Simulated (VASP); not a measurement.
# Ti (Fm-3m) in VASP: notebook

Ti is run at these levels: r2SCAN; tasks: single point.

All numbers are computed with VASP 6.6.1; they aren't measurements. Logs are shortened: lines on timing, memory, paths and dates and some standing lists are left out, and cuts for length are marked.

**1. The cell of the first run**

The structure is cubic, space group Fm-3m (No. 225). The conventional cell has a = 4.167 Å, b = 4.167 Å, c = 4.167 Å, α = 90.00°, β = 90.00°, γ = 90.00°. Within 3.9 Å of Ti (site symmetry m-3m) lie 12 Ti at 2.95 Å.

This isn't the form of Ti at room conditions, which is hcp.

**2. Single point, r2SCAN (18.09 Å³/atom)**

Input file POSCAR:

```
Ti
1.0
    0.0000000000      2.0834177634      2.0834177634
    2.0834177634      0.0000000000      2.0834177634
    2.0834177634      2.0834177634      0.0000000000
Ti
1
Direct
    0.0000000000      0.0000000000      0.0000000000
```

Input file INCAR.step1:

```
SYSTEM = Ti
PREC = Accurate
ENCUT = 520
ISMEAR = -1
SIGMA = 0.1
LREAL = .False.
LASPH = .True.
NELM = 80
NBANDS = 12
GGA = PE
ALGO = Normal
EDIFF = 1E-4
LWAVE = .True.
LCHARG = .False.
```

Input file INCAR.step2:

```
SYSTEM = Ti
PREC = Accurate
ENCUT = 520
EDIFF = 1E-6
ISMEAR = -1
SIGMA = 0.1
LREAL = .False.
LASPH = .True.
NELM = 80
ALGO = Normal
ISIF = 2
LWAVE = .False.
LCHARG = .False.
METAGGA = R2SCAN
LMIXTAU = .True.
NBANDS = 12
ISTART = 1
```

Input file KPOINTS:

```
Automatic mesh
0
Gamma
  15 15 15
  0 0 0
```

Potentials or basis: VASP PAW PBE potentials, release 64 (Ti_sv).

The run is started by

```console
cat potpaw_PBE.64/Ti_sv/POTCAR > POTCAR
cp INCAR.step1 INCAR
mpirun -np 1 vasp_std > vasp.out
cp INCAR.step2 INCAR
mpirun -np 1 vasp_std > vasp.out
```

OUTCAR:

```text
SYSTEM = Ti
   PREC = Accurate
   ENCUT = 520
   EDIFF = 1E-6
   ISMEAR = -1
   LREAL = .False.
   LASPH = .True.
   NELM = 80
   ISIF = 2
   METAGGA = R2SCAN
   ISTART = 1

 ion  position               nearest neighbor table
   1  0.000  0.000  0.000-

  LATTYP: Found a face centered cubic cell.
 ALAT       =     4.1668355268

  Lattice vectors:

 A1 = (   0.0000000000,   2.0834177634,   2.0834177634)
 A2 = (   2.0834177634,   0.0000000000,   2.0834177634)
 A3 = (   2.0834177634,   2.0834177634,   0.0000000000)

Analysis of symmetry for initial positions (statically):
=====================================================================
 Subroutine PRICEL returns:
 Original cell was already a primitive cell.

 Routine SETGRP: Setting up the symmetry group for a
 face centered cubic supercell.

 Subroutine GETGRP returns: Found 48 space group operations
 (whereof 48 operations were pure point group operations)
 out of a pool of 48 trial point group operations.

The static configuration has the point symmetry O_h .

Analysis of symmetry for dynamics (positions and initial velocities):
=====================================================================
 Subroutine PRICEL returns:
 Original cell was already a primitive cell.

 Routine SETGRP: Setting up the symmetry group for a
 face centered cubic supercell.

 Subroutine GETGRP returns: Found 48 space group operations
 (whereof 48 operations were pure point group operations)
 out of a pool of 48 trial point group operations.

The dynamic configuration has the point symmetry O_h .

 Subroutine INISYM returns: Found 48 space group operations
 (whereof 48 operations are pure point group operations),
 and found     1 'primitive' translations

----------------------------------------------------------------------------------------

                                     Primitive cell

  volume of cell :      18.0867

  direct lattice vectors                    reciprocal lattice vectors
     0.000000000  2.083417763  2.083417763    -0.239990274  0.239990274  0.239990274
     2.083417763  0.000000000  2.083417763     0.239990274 -0.239990274  0.239990274
     2.083417763  2.083417763  0.000000000     0.239990274  0.239990274 -0.239990274

  length of vectors
     2.946397657  2.946397657  2.946397657     0.415675348  0.415675348  0.415675348

  position of ions in fractional coordinates (direct lattice)
     0.000000000  0.000000000  0.000000000

  ion indices of the primitive-cell ions
   primitive index   ion index
                 1           1

----------------------------------------------------------------------------------------

 KPOINTS: Automatic mesh

Automatic generation of k-mesh.
 Grid dimensions read from file:
 generate k-points for:   15   15   15

 Generating k-lattice:

  Cartesian coordinates                     Fractional coordinates (reciprocal lattice)
    -0.015999352  0.015999352  0.015999352     0.066666667  0.000000000  0.000000000
     0.015999352 -0.015999352  0.015999352     0.000000000  0.066666667  0.000000000
     0.015999352  0.015999352 -0.015999352     0.000000000  0.000000000  0.066666667

  Length of vectors
     0.027711690  0.027711690  0.027711690

  Shift w.r.t. Gamma in fractional coordinates (k-lattice)
     0.000000000  0.000000000  0.000000000

 Subroutine IBZKPT returns following result:
 ===========================================

 Found    120 irreducible k-points:

 Following reciprocal coordinates:
            Coordinates               Weight
  0.000000  0.000000  0.000000      1.000000
  0.066667  0.000000  0.000000      8.000000
  0.133333  0.000000  0.000000      8.000000
  0.200000  0.000000  0.000000      8.000000
  0.266667  0.000000  0.000000      8.000000
  0.333333  0.000000  0.000000      8.000000
[... 16 lines left out ...]
  0.133333  0.133333  0.000000      6.000000
  0.200000  0.133333  0.000000     24.000000
 [... further k-points ...]
   k-points           NKPTS =    120   k-points in BZ     NKDIM =    120   number of bands    NBANDS=     12
   number of dos      NEDOS =    301   number of ions     NIONS =      1
   total plane-waves  NPLWV =  13824
   dimension x,y,z NGX =    24 NGY =   24 NGZ =   24
   dimension x,y,z NGXF=    48 NGYF=   48 NGZF=   48
   ions per type =               1
   NGX,Y,Z   is equivalent  to a cutoff of  13.54, 13.54, 13.54 a.u.
   NGXF,Y,Z  is equivalent  to a cutoff of  27.08, 27.08, 27.08 a.u.
 SYSTEM =  Ti
   PREC   = accura    normal or accurate (medium, high low for compatibility)
   ISTART =      1    job   : 0-new  1-cont  2-samecut
   ICHARG =      0    charge: 1-file 2-atom 10-const
   ISPIN  =      1    spin polarized calculation?
   LNONCOLLINEAR =      F non collinear calculations
   LSORBIT =      F    spin-orbit coupling
   LASPH  =      T    aspherical Exc in radial PAW
   ENCUT  =  520.0 eV  38.22 Ry    6.18 a.u.   5.48  5.48  5.48*2*pi/ulx,y,z
   NELM   =     80;   NELMIN=  2; NELMDL=  0     # of ELM steps
   EDIFF  = 0.1E-05   stopping-criterion for ELM
   LREAL  =      F    real-space projection
   EDIFFG = 0.1E-04   stopping-criterion for IOM
   NSW    =      0    number of steps for IOM
   IBRION =     -1    ionic relax: 0-MD 1-quasi-New 2-CG
   NFREE  =      0    steps in history (QN), initial steepest desc. (CG)
   ISIF   =      2    stress and relaxation
   ISYM   =      2    0-nonsym 1-usesym 2-fastsym
   POTIM  = 0.5000    time-step for ionic-motion
   TEBEG  =    0.0;   TEEND  =   0.0 temperature during run
   PSTRESS=    0.0 pullay stress
   NELECT =      12.0000    total number of electrons
   NUPDOWN=      -1.0000    fix difference up-down
   EMIN   =  10.00;   EMAX   =-10.00  energy-range for DOS
   EFERMI =   0.00;   METHOD = LEGACY
   ISMEAR =    -1;   SIGMA  =   0.10  broadening in eV -4-tet -1-fermi 0-gaus
   EFERMI_NEDOS =   21; number of points for ismear=-14 and -15
   IALGO  =     38    algorithm
   IMIX   =      4    mixing-type and parameters
     AMIX     =   0.40;   BMIX     =  1.00
     AMIX_MAG =   1.60;   BMIX_MAG =  1.00
  volume/ion in A,a.u.               =      18.09       122.06
  Fermi-wavevector in a.u.,A,eV,Ry     =   1.427849  2.698243 27.738907  2.038752
  Thomas-Fermi vector in A             =   2.547974
   LORBIT       =      0    0 simple, 1 ext, 2 COOP (PROOUT), +10 PAW based schemes
   METAGGA = R2SCAN    functional components
   LHFCALC =     F    Hartree Fock is set to
   AEXX    =    0.0000 exact exchange contribution
   IVDW    =     0    specifies the selected vdW correction
   LEPSILON=     F    determine dielectric tensor
   LRPA    =     F    only Hartree local field effects (RPA)
 non-spin polarized calculation
  energy-cutoff  :      520.00
  volume of cell :       18.09
 maximum number of plane-waves:       531
 NGX is ok and might be reduce to    24
   NGX = 11   NGY = 11   NGZ = 11

 number of electron      11.9999996 magnetization

 Free energy of the ion-electron system (eV)
  ---------------------------------------------------
  ext. energy  EPLUGINS =         0.00000000
  ---------------------------------------------------
  free energy    TOTEN  =       -12.89835911 eV

  energy without entropy =      -12.84514971  energy(sigma->0) =      -12.87175441

 E-fermi :   7.8062     XC(G=0): -12.2061

 val. band max:        7.7735279295   @ k =  -0.2667   0.2667   0.0667
 cond. band min:       7.8219810568   @ k =  -0.4000   0.3333   0.1333
 fundamental gap:      0.0484531273
 Fermi energy:         7.8062477538

 k-point     1 :       0.0000    0.0000    0.0000
  band No.  band energies     occupation
      1     -51.3191      2.00000
      2     -26.1652      2.00000
      3     -26.1652      2.00000
      4     -26.1652      2.00000
      5       1.4268      2.00000
      6       8.7763      0.00012
      7       8.7763      0.00012
      8       8.7763      0.00012
      9      10.4915      0.00000
     10      10.4915      0.00000
     11      23.3687      0.00000
     12      28.0489      0.00000

 k-point     2 :       0.0667    0.0000    0.0000
  band No.  band energies     occupation
      1     -51.3144      2.00000
      2     -26.1924      2.00000
      3     -26.1686      2.00000
      4     -26.1686      2.00000
      5       1.5709      2.00000
      6       8.6844      0.00031
      7       8.8273      0.00007
      8       8.8273      0.00007
      9      10.4581      0.00000
     10      10.4581      0.00000
     11      23.4659      0.00000
     12      26.8691      0.00000

 k-point     3 :       0.1333    0.0000    0.0000
  band No.  band energies     occupation
      1     -51.3012      2.00000
      2     -26.2690      2.00000
      3     -26.1782      2.00000
      4     -26.1781      2.00000
      5       1.9902      2.00000
      6       8.4412      0.00349
      7       8.9515      0.00002
      8       8.9515      0.00002
      9      10.3930      0.00000
     10      10.3931      0.00000
     11      23.4656      0.00000
     12      25.0973      0.00000
[... 286 lines left out ...]
 k-point    23 :       0.1333    0.1333    0.0000
  band No.  band energies     occupation
      1     -51.2952      2.00000
      2     -26.2664      2.00000
      3     -26.2008      2.00000
      4     -26.2007      2.00000
      5       2.1732      2.00000
      6       8.2411      0.02552
      7       9.1035      0.00000
      8       9.1035      0.00000
      9       9.9811      0.00000
     10      10.6505      0.00000
     11      23.8829      0.00000
     12      25.6862      0.00000

 k-point    24 :       0.2000    0.1333    0.0000
  band No.  band energies     occupation
      1     -51.2807      2.00000
      2     -26.3390      2.00000
      3     -26.2188      2.00000
      4     -26.2140      2.00000
      5       2.6522      2.00000
      6       7.9764      0.30863
      7       9.2163      0.00000
      8       9.2688      0.00000
      9       9.8308      0.00000
     10      10.7287      0.00000
     11      23.6478      0.00000
     12      24.5328      0.00000

 [... further k-points ...]

------------------------ aborting loop because EDIFF is reached ----------------------------------------

  FORCE on cell =-STRESS in cart. coord.  units (eV):
  Direction    XX          YY          ZZ          XY          YZ          ZX
  --------------------------------------------------------------------------------------
  -------------------------------------------------------------------------------------
  Total       -0.4233695     -0.4233695     -0.4233695     -0.0000000     -0.0000000     -0.0000000
  in kB      -37.5034338    -37.5034338    -37.5034338     -0.0000000     -0.0000000     -0.0000000
  external PRESSURE =     -37.5034338 kB  Pullay stress =       0.0000000 kB

 VOLUME and BASIS-vectors are now :
 -----------------------------------------------------------------------------
  energy-cutoff  :      520.00
  volume of cell :       18.09
      direct lattice vectors                 reciprocal lattice vectors
     0.000000000  2.083417763  2.083417763    -0.239990274  0.239990274  0.239990274
     2.083417763  0.000000000  2.083417763     0.239990274 -0.239990274  0.239990274
     2.083417763  2.083417763  0.000000000     0.239990274  0.239990274 -0.239990274

 POSITION                                       TOTAL-FORCE (eV/Angst)
 -----------------------------------------------------------------------------------
      0.00000      0.00000      0.00000        -0.000000     -0.000000     -0.000000
 -----------------------------------------------------------------------------------
    total drift:                               -0.000000      0.000000     -0.000000

  FREE ENERGIE OF THE ION-ELECTRON SYSTEM (eV)
  ---------------------------------------------------
  free  energy   TOTEN  =       -12.8983591148 eV

  energy  without entropy=      -12.8451497131  energy(sigma->0) =      -12.87175441
```

Wall time 2.1 min (1 thread of Intel Xeon 8259CL, shared host); peak memory 0.16 GiB.

What came out:

```yaml
Free_energy: -12.8984 eV
Pressure: -3.8 GPa
Band_gap_on_the_k_mesh: zero (bands 6 and 7 overlap by 1.25 eV)
```

Levels at points of the mesh, in eV from the Fermi level:
```
           k point  band 2  band 3  band 4  band 5  band 6  band 7  band 8  band 9  band 10  band 11
(0.00, 0.00, 0.00)  -33.97  -33.97  -33.97   -6.38    0.97    0.97    0.97    2.69     2.69    15.56
```

Caveat: the cell stands under tension; the PAW data sets were made with another functional, which shifts forces and pressure a little.

**3. Single point, r2SCAN (18.78 Å³/atom)**

This run uses another cell than the first one, of 18.78 Å³/atom.

Input file POSCAR:

```
Ti
1.0
    0.0000000000      2.1097929401      2.1097929401
    2.1097929401      0.0000000000      2.1097929401
    2.1097929401      2.1097929401      0.0000000000
Ti
1
Direct
    0.0000000000      0.0000000000      0.0000000000
```

Input file INCAR.step1:

```
PREC     = Accurate       # precision mode
ENCUT    = 520            # plane-wave cutoff, eV
ISMEAR   = -1             # smearing method
SIGMA    = 0.1            # smearing width, eV
LREAL    = False          # projectors in reciprocal space
LASPH    = True           # aspherical terms in the spheres
NELM     = 60             # most SCF steps
NBANDS   = 12             # bands
GGA      = PE             # functional
ALGO     = Normal         # electronic algorithm
EDIFF    = 1E-4           # SCF threshold, eV
LWAVE    = True           # write WAVECAR
LCHARG   = False          # write CHGCAR
```

Input file INCAR.step2:

```
PREC     = Accurate       # precision mode
ENCUT    = 520            # plane-wave cutoff, eV
EDIFF    = 1E-6           # SCF threshold, eV
ISMEAR   = -1             # smearing method
SIGMA    = 0.1            # smearing width, eV
LREAL    = False          # projectors in reciprocal space
LASPH    = True           # aspherical terms in the spheres
NELM     = 60             # most SCF steps
ALGO     = Normal         # electronic algorithm
ISIF     = 2              # what is computed and relaxed
LWAVE    = False          # write WAVECAR
LCHARG   = False          # write CHGCAR
METAGGA  = R2SCAN         # meta-GGA
LMIXTAU  = True         
NBANDS   = 12             # bands
ISTART   = 1
```

Input file KPOINTS:

```
Automatic mesh
0
Gamma
  15 15 15
```

Potentials or basis: VASP PAW PBE potentials, release 64 (Ti_sv).

The run is started by

```console
cat potpaw_PBE.64/Ti_sv/POTCAR > POTCAR
cp INCAR.step1 INCAR
mpirun -np 1 vasp_std > vasp.out
cp INCAR.step2 INCAR
mpirun -np 1 vasp_std > vasp.out
```

OUTCAR:

```text
PREC = Accurate
   ENCUT = 520
   EDIFF = 1E-6
   ISMEAR = -1
   LREAL = False
   LASPH = True
   NELM = 60
   ISIF = 2
   METAGGA = R2SCAN
   ISTART = 1

 ion  position               nearest neighbor table
   1  0.000  0.000  0.000-

  LATTYP: Found a face centered cubic cell.
 ALAT       =     4.2195858802

  Lattice vectors:

 A1 = (   0.0000000000,   2.1097929401,   2.1097929401)
 A2 = (   2.1097929401,   0.0000000000,   2.1097929401)
[... 537 lines left out ...]
     11      22.8861      0.00000
     12      23.8247      0.00000

 [... further k-points ...]

------------------------ aborting loop because EDIFF is reached ----------------------------------------

  FORCE on cell =-STRESS in cart. coord.  units (eV):
  Direction    XX          YY          ZZ          XY          YZ          ZX
  --------------------------------------------------------------------------------------
  -------------------------------------------------------------------------------------
  Total       -0.8452517     -0.8452517     -0.8452517     -0.0000000      0.0000000     -0.0000000
  in kB      -72.1019686    -72.1019686    -72.1019686     -0.0000000      0.0000000     -0.0000000
  external PRESSURE =     -72.1019686 kB  Pullay stress =       0.0000000 kB

 VOLUME and BASIS-vectors are now :
 -----------------------------------------------------------------------------
  energy-cutoff  :      520.00
  volume of cell :       18.78
      direct lattice vectors                 reciprocal lattice vectors
     0.000000000  2.109792940  2.109792940    -0.236990081  0.236990081  0.236990081
     2.109792940  0.000000000  2.109792940     0.236990081 -0.236990081  0.236990081
     2.109792940  2.109792940  0.000000000     0.236990081  0.236990081 -0.236990081

 POSITION                                       TOTAL-FORCE (eV/Angst)
 -----------------------------------------------------------------------------------
      0.00000      0.00000      0.00000         0.000000      0.000000     -0.000000
 -----------------------------------------------------------------------------------
    total drift:                                0.000000      0.000000     -0.000000

  FREE ENERGIE OF THE ION-ELECTRON SYSTEM (eV)
  ---------------------------------------------------
  free  energy   TOTEN  =       -12.8747640867 eV

  energy  without entropy=      -12.8195711729  energy(sigma->0) =      -12.84716763
```

OUTCAR.step1:

```text
PREC = Accurate
   ENCUT = 520
   ISMEAR = -1
   LREAL = False
   LASPH = True
   NELM = 60
[... 574 lines left out ...]
 POSITION                                       TOTAL-FORCE (eV/Angst)
 -----------------------------------------------------------------------------------
      0.00000      0.00000      0.00000        -0.000000      0.000000      0.000000
 -----------------------------------------------------------------------------------
    total drift:                               -0.000000      0.000000      0.000000

  FREE ENERGIE OF THE ION-ELECTRON SYSTEM (eV)
  ---------------------------------------------------
  free  energy   TOTEN  =        -7.7737200697 eV

  energy  without entropy=       -7.7119228349  energy(sigma->0) =       -7.74282145
```

OSZICAR.step1:

```text
N       E                     dE             d eps       ncg     rms          rms(c)
DAV:   1     0.863332406294E+02    0.86333E+02   -0.66131E+03  2892   0.118E+03
DAV:   2    -0.441052307703E+01   -0.90744E+02   -0.88457E+02  2900   0.294E+02
DAV:   3    -0.881102756792E+01   -0.44005E+01   -0.43464E+01  4072   0.648E+01
DAV:   4    -0.890609952797E+01   -0.95072E-01   -0.94913E-01  3288   0.854E+00
DAV:   5    -0.890818262342E+01   -0.20831E-02   -0.20826E-02  3488   0.116E+00    0.777E+00
DAV:   6    -0.778397525239E+01    0.11242E+01   -0.23530E+00  3108   0.224E+01    0.197E+00
DAV:   7    -0.776757936432E+01    0.16396E-01   -0.93655E-02  3556   0.340E+00    0.123E+00
DAV:   8    -0.777355229268E+01   -0.59729E-02   -0.34399E-02  2992   0.250E+00    0.178E-01
DAV:   9    -0.777371898203E+01   -0.16669E-03   -0.44430E-03  3760   0.807E-01    0.800E-02
DAV:  10    -0.777372006970E+01   -0.10877E-05   -0.23011E-04  3128   0.188E-01
   1 F= -.77737201E+01 E0= -.77428215E+01  d E =-.617972E-01
```

It took 2.2 min on 1 thread of Intel Xeon 8259CL, shared host; peak memory 0.16 GiB.

Results:

| Property | Result |
| --- | --- |
| Free energy | -12.8748 eV |
| Pressure | -7.2 GPa |
| Band gap on the k mesh | zero (bands 6 and 7 overlap by 1.21 eV) |

Levels at points of the mesh, in eV from the Fermi level:
| k point | band 2 | band 3 | band 4 | band 5 | band 6 | band 7 | band 8 | band 9 | band 10 | band 11 |
| --- | --- | --- | --- | --- | --- | --- | --- | --- | --- | --- |
| (0.00, 0.00, 0.00) | -34.08 | -34.08 | -34.08 | -6.29 | 0.94 | 0.94 | 0.94 | 2.57 | 2.57 | 15.36 |

Caveat: the cell stands under tension; the PAW data sets were made with another functional, which shifts forces and pressure a little.

(Part 1 of 2 ends here.)

The gap in the log of VASP goes by the Fermi energy; the results here count the filled bands.